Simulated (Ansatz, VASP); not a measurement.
Two plane-wave programs on Sn

Contents of INCAR:

```
PREC = Accurate
ENCUT = 520
EDIFF = 1E-7
ISMEAR = 0
SIGMA = 0.15
LREAL = False
LASPH = True
NELM = 100
ALGO = Fast
ISIF = 2
LWAVE = False
LCHARG = False
GGA = PE
NBANDS = 21
```

File KPOINTS:

```
Automatic mesh
0
Gamma
  12 12 12
```

The input POSCAR:

```
Sn
1.0
   -2.9643162545      2.9643162545      1.6163469645
    2.9643162545     -2.9643162545      1.6163469645
    2.9643162545      2.9643162545     -1.6163469645
Sn
2
Direct
    0.7500000000      0.2500000000      0.5000000000
    0.0000000000      0.0000000000      0.0000000000
```

Input for Ansatz:

```yaml
crystal:
  lattice:
    - [-2.9643162545, 2.9643162545, 1.6163469645]
    - [2.9643162545, -2.9643162545, 1.6163469645]
    - [2.9643162545, 2.9643162545, -1.6163469645]
  atoms:
    - { symbol: Sn, position: [0.75, 0.25, 0.5] }
    - { symbol: Sn, position: [0.0, 0.0, 0.0] }
basis:
  ecutwfc: 420
kpoints:
  mp_grid: { grid: [12, 12, 12] }
hamiltonian:
  xc: pbe
scf:
  occupations: { method: gaussian, width: 0.15 }
output:
  forces: true
  stress: true
  eigenvalues: true
  write_density: true
  write_potential: true
  elf: true
  volumetric_format: npy
```

Alike in both runs: task single point; functional PBE; k mesh 12 × 12 × 12; occupations gaussian, width 0.15 eV; no spin polarisation.

|  | VASP | Ansatz |
| --- | --- | --- |
| version | VASP 6.6.1 | Ansatz 0.2.0 |
| potentials or method | VASP PAW PBE potentials, release 64 (Sn_d), cutoff 520 eV | scalar-relativistic, plane waves, PAW |
| valence electrons in the cell | 28 | 28 |

VASP gave:

| Item | Value |
| --- | --- |
| gap on the k mesh at the Fermi level (eV) | none |
| pressure (GPa) | -0.1 |
| traceless stress, the component that is largest in VASP (GPa) | -0.11 |

Task: Estimate Ansatz's values.

Result: gap on the k mesh at the Fermi level (eV): none; pressure (GPa): 0.0; traceless stress, the component that is largest in VASP (GPa): -0.11.

A gap of «none» marks a metal or a gap that the smearing closes.
